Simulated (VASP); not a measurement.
# MgTe in VASP: single point with PBEsol

Aim: the single point of MgTe with PBEsol.

Everything below comes from runs of VASP 6.6.1. Logs are shortened: lines on timing, memory, paths and dates and some standing lists are left out, and cuts for length are marked.

## Step 1: The cell of the first run

The cell holds a slab with vacuum, 12 atoms: a = 4.553 Å, b = 6.439 Å, c = 24.382 Å, α = 90.00°, β = 90.00°, γ = 90.00°.

## Step 2: Single point, PBEsol

INCAR

```
PREC = Accurate
ENCUT = 520
EDIFF = 1E-6
ISMEAR = -1
SIGMA = 0.05
LREAL = F
LASPH = T
NELM = 80
ALGO = Normal
ISIF = 2
LWAVE = F
LCHARG = F
GGA = PS
NBANDS = 36
```

KPOINTS

```
Automatic mesh
0
Gamma
  6 4 1
```

POSCAR

```
MgTe
1.0
    3.2194050000     -3.2194050000      0.0000000000
    0.0000000000      0.0000000000      6.4388090000
  -17.2409000000    -17.2409000000      0.0000000000
Mg Te
6 6
Direct
    0.9984530000      0.0202580000      0.6459990000
    0.9985430000      0.9430570000      0.2903110000
    0.9980700000      0.0184410000      0.4564830000
    0.4980170000      0.5182900000      0.5438030000
    0.4989270000      0.4423650000      0.7100010000
    0.4985170000      0.5207670000      0.3542990000
    0.9980500000      0.2661920000      0.5499460000
    0.9989200000      0.2445280000      0.7421250000
    0.9985380000      0.2699500000      0.3628450000
    0.4980900000      0.7663610000      0.4503840000
    0.4984670000      0.7694680000      0.6374780000
    0.4985010000      0.7451480000      0.2582050000
```

Potentials or basis: VASP PAW PBE potentials, release 64 (Mg, Te).

Run with:

```
> cat potpaw_PBE.64/Mg/POTCAR potpaw_PBE.64/Te/POTCAR > POTCAR
> mpirun -np 1 vasp_std > vasp.out
```

OUTCAR:

```text
PREC = Accurate
   ENCUT = 520
   EDIFF = 1E-6
   ISMEAR = -1
   LREAL = F
   LASPH = T
   NELM = 80
   ISIF = 2
   GGA = PS

 ion  position               nearest neighbor table
   1  0.998  0.020  0.646-   8 2.75  11 2.80  11 2.80   7 2.83
   2  0.999  0.943  0.290-  12 2.72  12 2.72   9 2.75
   3  0.998  0.018  0.456-   7 2.78   9 2.80  10 2.80  10 2.80
   4  0.498  0.518  0.544-  10 2.78  11 2.80   7 2.80   7 2.80
   5  0.499  0.442  0.710-   8 2.72   8 2.72  11 2.75
   6  0.499  0.521  0.354-  12 2.75   9 2.80   9 2.80  10 2.83
   7  0.998  0.266  0.550-   3 2.78   4 2.80   4 2.80   1 2.83
   8  0.999  0.245  0.742-   5 2.72   5 2.72   1 2.75
   9  0.999  0.270  0.363-   2 2.75   6 2.80   6 2.80   3 2.80
  10  0.498  0.766  0.450-   4 2.78   3 2.80   3 2.80   6 2.83
  11  0.498  0.769  0.637-   5 2.75   4 2.80   1 2.80   1 2.80
  12  0.499  0.745  0.258-   2 2.72   2 2.72   6 2.75

  LATTYP: Found a simple orthorhombic cell.
 ALAT       =     4.5529262138
 B/A-ratio  =     1.4142133427
 C/A-ratio  =     5.3553063377

  Lattice vectors:

 A1 = (   3.2194050000,  -3.2194050000,   0.0000000000)
 A2 = (   0.0000000000,   0.0000000000,   6.4388090000)
 A3 = ( -17.2409000000, -17.2409000000,   0.0000000000)

Analysis of symmetry for initial positions (statically):
=====================================================================
 Subroutine PRICEL returns:
 Original cell was already a primitive cell.

 Routine SETGRP: Setting up the symmetry group for a
 simple orthorhombic supercell.

 Subroutine GETGRP returns: Found  1 space group operations
 (whereof  1 operations were pure point group operations)
 out of a pool of  8 trial point group operations.

The static configuration has the point symmetry C_1 .

Analysis of symmetry for dynamics (positions and initial velocities):
=====================================================================
 Subroutine PRICEL returns:
 Original cell was already a primitive cell.

 Routine SETGRP: Setting up the symmetry group for a
 simple orthorhombic supercell.

 Subroutine GETGRP returns: Found  1 space group operations
 (whereof  1 operations were pure point group operations)
 out of a pool of  8 trial point group operations.

The dynamic configuration has the point symmetry C_1 .

 Subroutine INISYM returns: Found  1 space group operations
 (whereof  1 operations are pure point group operations),
 and found     1 'primitive' translations

----------------------------------------------------------------------------------------

                                     Primitive cell

  volume of cell :     714.7778

  direct lattice vectors                    reciprocal lattice vectors
     3.219405000 -3.219405000  0.000000000     0.155308201 -0.155308201  0.000000000
     0.000000000  0.000000000  6.438809000     0.000000000  0.000000000  0.155308225
   -17.240900000-17.240900000  0.000000000    -0.029000806 -0.029000806  0.000000000

  length of vectors
     4.552926214  6.438809000 24.382314608     0.219638965  0.155308225  0.041013333

  position of ions in fractional coordinates (direct lattice)
     0.998453000  0.020258000  0.645999000
     0.998543000  0.943057000  0.290311000
     0.998070000  0.018441000  0.456483000
     0.498017000  0.518290000  0.543803000
     0.498927000  0.442365000  0.710001000
     0.498517000  0.520767000  0.354299000
     0.998050000  0.266192000  0.549946000
     0.998920000  0.244528000  0.742125000
     0.998538000  0.269950000  0.362845000
     0.498090000  0.766361000  0.450384000
     0.498467000  0.769468000  0.637478000
     0.498501000  0.745148000  0.258205000

  ion indices of the primitive-cell ions
   primitive index   ion index
                 1           1
                 2           2
                 3           3
                 4           4
                 5           5
                 6           6
                 7           7
                 8           8
                 9           9
                10          10
                11          11
                12          12

----------------------------------------------------------------------------------------

 KPOINTS: Automatic mesh

Automatic generation of k-mesh.
 Grid dimensions read from file:
 generate k-points for:    6    4    1

 Generating k-lattice:

  Cartesian coordinates                     Fractional coordinates (reciprocal lattice)
     0.025884700 -0.025884700  0.000000000     0.166666667  0.000000000  0.000000000
     0.000000000  0.000000000  0.038827056     0.000000000  0.250000000  0.000000000
    -0.029000806 -0.029000806  0.000000000     0.000000000  0.000000000  1.000000000

  Length of vectors
     0.036606494  0.038827056  0.041013333

  Shift w.r.t. Gamma in fractional coordinates (k-lattice)
     0.000000000  0.000000000  0.000000000

 Subroutine IBZKPT returns following result:
 ===========================================

 Found     14 irreducible k-points:

 Following reciprocal coordinates:
            Coordinates               Weight
  0.000000  0.000000  0.000000      1.000000
  0.166667  0.000000  0.000000      2.000000
  0.333333  0.000000  0.000000      2.000000
  0.500000  0.000000  0.000000      1.000000
  0.000000  0.250000  0.000000      2.000000
  0.166667  0.250000  0.000000      2.000000
  0.166667 -0.250000  0.000000      2.000000
  0.333333  0.250000  0.000000      2.000000
  0.333333 -0.250000  0.000000      2.000000
  0.500000  0.250000  0.000000      2.000000
  0.000000  0.500000  0.000000      1.000000
  0.166667  0.500000  0.000000      2.000000
  0.333333  0.500000  0.000000      2.000000
  0.500000  0.500000  0.000000      1.000000
   k-points           NKPTS =     14   k-points in BZ     NKDIM =     14   number of bands    NBANDS=     36
   number of dos      NEDOS =    301   number of ions     NIONS =     12
   total plane-waves  NPLWV = 331776
   dimension x,y,z NGX =    36 NGY =   48 NGZ =  192
   dimension x,y,z NGXF=    72 NGYF=   96 NGZF=  384
   ions per type =               6   6
   NGX,Y,Z   is equivalent  to a cutoff of  13.15, 12.39, 13.09 a.u.
   NGXF,Y,Z  is equivalent  to a cutoff of  26.29, 24.79, 26.18 a.u.
 SYSTEM =  unknown system
   PREC   = accura    normal or accurate (medium, high low for compatibility)
   ISTART =      0    job   : 0-new  1-cont  2-samecut
   ICHARG =      2    charge: 1-file 2-atom 10-const
   ISPIN  =      1    spin polarized calculation?
   LNONCOLLINEAR =      F non collinear calculations
   LSORBIT =      F    spin-orbit coupling
   LASPH  =      T    aspherical Exc in radial PAW
   ENCUT  =  520.0 eV  38.22 Ry    6.18 a.u.   8.47 11.97 45.33*2*pi/ulx,y,z
   NELM   =     80;   NELMIN=  2; NELMDL= -5     # of ELM steps
   EDIFF  = 0.1E-05   stopping-criterion for ELM
   LREAL  =      F    real-space projection
   EDIFFG = 0.1E-04   stopping-criterion for IOM
   NSW    =      0    number of steps for IOM
   IBRION =     -1    ionic relax: 0-MD 1-quasi-New 2-CG
   NFREE  =      0    steps in history (QN), initial steepest desc. (CG)
   ISIF   =      2    stress and relaxation
   ISYM   =      2    0-nonsym 1-usesym 2-fastsym
   POTIM  = 0.5000    time-step for ionic-motion
   TEBEG  =    0.0;   TEEND  =   0.0 temperature during run
   PSTRESS=    0.0 pullay stress
   NELECT =      48.0000    total number of electrons
   NUPDOWN=      -1.0000    fix difference up-down
   EMIN   =  10.00;   EMAX   =-10.00  energy-range for DOS
   EFERMI =   0.00;   METHOD = LEGACY
   ISMEAR =    -1;   SIGMA  =   0.05  broadening in eV -4-tet -1-fermi 0-gaus
   EFERMI_NEDOS =   21; number of points for ismear=-14 and -15
   IALGO  =     38    algorithm
   IMIX   =      4    mixing-type and parameters
     AMIX     =   0.40;   BMIX     =  1.00
     AMIX_MAG =   1.60;   BMIX_MAG =  1.00
  volume/ion in A,a.u.               =      59.56       401.96
  Fermi-wavevector in a.u.,A,eV,Ry     =   0.665424  1.257468  6.024505  0.442789
  Thomas-Fermi vector in A             =   1.739414
   LORBIT       =      0    0 simple, 1 ext, 2 COOP (PROOUT), +10 PAW based schemes
   GGA     = PS    functional components
   LHFCALC =     F    Hartree Fock is set to
   AEXX    =    0.0000 exact exchange contribution
   IVDW    =     0    specifies the selected vdW correction
   LEPSILON=     F    determine dielectric tensor
   LRPA    =     F    only Hartree local field effects (RPA)
 non-spin polarized calculation
  energy-cutoff  :      520.00
  volume of cell :      714.78
 maximum number of plane-waves:     19316
 NGX is ok and might be reduce to    36
   NGX = 17   NGY = 23   NGZ = 91

 number of electron      48.0000000 magnetization

 Free energy of the ion-electron system (eV)
  ---------------------------------------------------
  ext. energy  EPLUGINS =         0.00000000
  ---------------------------------------------------
  free energy    TOTEN  =       -40.01896628 eV

  energy without entropy =      -40.01896628  energy(sigma->0) =      -40.01896628

 E-fermi :  -0.4244     XC(G=0):  -4.9663

 val. band max:       -1.5250588096   @ k =   0.0000   0.0000   0.0000
 cond. band min:       0.9473313977   @ k =   0.0000   0.0000   0.0000
 fundamental gap:      2.4723902073
 Fermi energy:        -0.4244047708

 k-point     1 :       0.0000    0.0000    0.0000
  band No.  band energies     occupation
      1     -11.7059      2.00000
      2     -11.4929      2.00000
      3     -11.1558      2.00000
      4     -10.9985      2.00000
      5     -10.7899      2.00000
      6     -10.7848      2.00000
[... 28 lines left out ...]
     35       3.7257      0.00000
     36       3.9714      0.00000

 k-point     2 :       0.1667    0.0000    0.0000
  band No.  band energies     occupation
      1     -11.6190      2.00000
      2     -11.4181      2.00000
      3     -11.1097      2.00000
      4     -10.9841      2.00000
      5     -10.7493      2.00000
      6     -10.7468      2.00000
[... 28 lines left out ...]
     35       3.5209      0.00000
     36       3.6649      0.00000

 k-point     3 :       0.3333    0.0000    0.0000
  band No.  band energies     occupation
      1     -11.3981      2.00000
      2     -11.2396      2.00000
      3     -11.0317      2.00000
      4     -10.9981      2.00000
      5     -10.6666      2.00000
      6     -10.6617      2.00000
[... 28 lines left out ...]
     35       3.7054      0.00000
     36       3.8118      0.00000

 k-point     4 :       0.5000    0.0000    0.0000
  band No.  band energies     occupation
      1     -11.1662      2.00000
      2     -11.1660      2.00000
      3     -11.0470      2.00000
      4     -11.0468      2.00000
      5     -10.6190      2.00000
      6     -10.6189      2.00000
[... 28 lines left out ...]
     35       3.5509      0.00000
     36       3.5521      0.00000

 k-point     5 :       0.0000    0.2500    0.0000
  band No.  band energies     occupation
      1     -11.6116      2.00000
      2     -11.4275      2.00000
      3     -11.1689      2.00000
      4     -11.1001      2.00000
      5     -10.8253      2.00000
      6     -10.8223      2.00000
[... 265 lines left out ...]
 k-point    12 :       0.1667    0.5000    0.0000
  band No.  band energies     occupation
      1     -11.3254      2.00000
      2     -11.3252      2.00000
      3     -11.2062      2.00000
      4     -11.2055      2.00000
      5     -10.7981      2.00000
      6     -10.7980      2.00000
[... 28 lines left out ...]
     35       3.7120      0.00000
     36       3.7126      0.00000

 k-point    13 :       0.3333    0.5000    0.0000
  band No.  band energies     occupation
      1     -11.2118      2.00000
      2     -11.2116      2.00000
      3     -11.0956      2.00000
      4     -11.0952      2.00000
      5     -10.6774      2.00000
      6     -10.6773      2.00000
[... 28 lines left out ...]
     35       4.0931      0.00000
     36       4.0938      0.00000

 k-point    14 :       0.5000    0.5000    0.0000
  band No.  band energies     occupation
      1     -11.1514      2.00000
      2     -11.1513      2.00000
      3     -11.0367      2.00000
      4     -11.0365      2.00000
      5     -10.6127      2.00000
      6     -10.6126      2.00000
[... 28 lines left out ...]
     35       3.7762      0.00000
     36       3.7770      0.00000

------------------------ aborting loop because EDIFF is reached ----------------------------------------

  FORCE on cell =-STRESS in cart. coord.  units (eV):
  Direction    XX          YY          ZZ          XY          YZ          ZX
  --------------------------------------------------------------------------------------
  -------------------------------------------------------------------------------------
  Total       -0.4680880     -0.4751808     -0.4867537      0.4383688     -0.0109494     -0.0107454
  in kB       -1.0492210     -1.0651195     -1.0910604      0.9826054     -0.0245431     -0.0240859
  external PRESSURE =      -1.0684670 kB  Pullay stress =       0.0000000 kB

 VOLUME and BASIS-vectors are now :
 -----------------------------------------------------------------------------
  energy-cutoff  :      520.00
  volume of cell :      714.78
      direct lattice vectors                 reciprocal lattice vectors
     3.219405000 -3.219405000  0.000000000     0.155308201 -0.155308201  0.000000000
     0.000000000  0.000000000  6.438809000     0.000000000  0.000000000  0.155308225
   -17.240900000-17.240900000  0.000000000    -0.029000806 -0.029000806  0.000000000

 POSITION                                       TOTAL-FORCE (eV/Angst)
 -----------------------------------------------------------------------------------
     -7.92318    -14.35203      0.13044         0.016397      0.015496     -0.015417
     -1.79051     -8.21994      6.07216        -0.009980     -0.008539      0.005976
     -4.65699    -11.08337      0.11874        -0.005489     -0.006097     -0.000813
     -7.77233    -10.97897      3.33717         0.006558      0.005458     -0.001557
    -10.63481    -13.84730      2.84830         0.010196      0.010715      0.008898
     -4.50351     -7.71336      3.35312        -0.016049     -0.016364     -0.016818
     -6.26844    -12.69469      1.71396        -0.005832     -0.006065     -0.000560
     -9.57897    -16.01083      1.57447        -0.013691     -0.012317     -0.002667
     -3.04108     -9.47047      1.73816         0.004821      0.006453      0.013445
     -6.16147     -9.36858      4.93445         0.005853      0.005411     -0.000747
     -9.38593    -12.59546      4.95446        -0.007405     -0.007245      0.012654
     -2.84681     -6.05656      4.79787         0.014621      0.013094     -0.002394
 -----------------------------------------------------------------------------------
    total drift:                                0.000158     -0.000107      0.002041

  FREE ENERGIE OF THE ION-ELECTRON SYSTEM (eV)
  ---------------------------------------------------
  free  energy   TOTEN  =       -40.0189662808 eV

  energy  without entropy=      -40.0189662808  energy(sigma->0) =      -40.01896628
```

Wall time 7.9 min (1 thread of AMD EPYC 7R13 (Zen 3), shared host); peak memory 0.82 GiB.

Results:

```yaml
Free_energy: -40.0190 eV
Largest_force: 0.028 eV/Å
Band_gap_on_the_k_mesh: 2.47 eV
```

Forces in eV/Å, atoms in the order of the input:
```
Mg   0.016  0.015 -0.015
Mg  -0.010 -0.009  0.006
Mg  -0.005 -0.006 -0.001
Mg   0.007  0.005 -0.002
Mg   0.010  0.011  0.009
Mg  -0.016 -0.016 -0.017
Te  -0.006 -0.006 -0.001
Te  -0.014 -0.012 -0.003
Te   0.005  0.006  0.013
Te   0.006  0.005 -0.001
Te  -0.007 -0.007  0.013
Te   0.015  0.013 -0.002
```

Caveat: there is no dipole correction, which matters where the two faces differ; the PAW data sets were made with another functional, which shifts forces and pressure a little; spin-orbit coupling is left out, which moves the levels of the heavy elements.
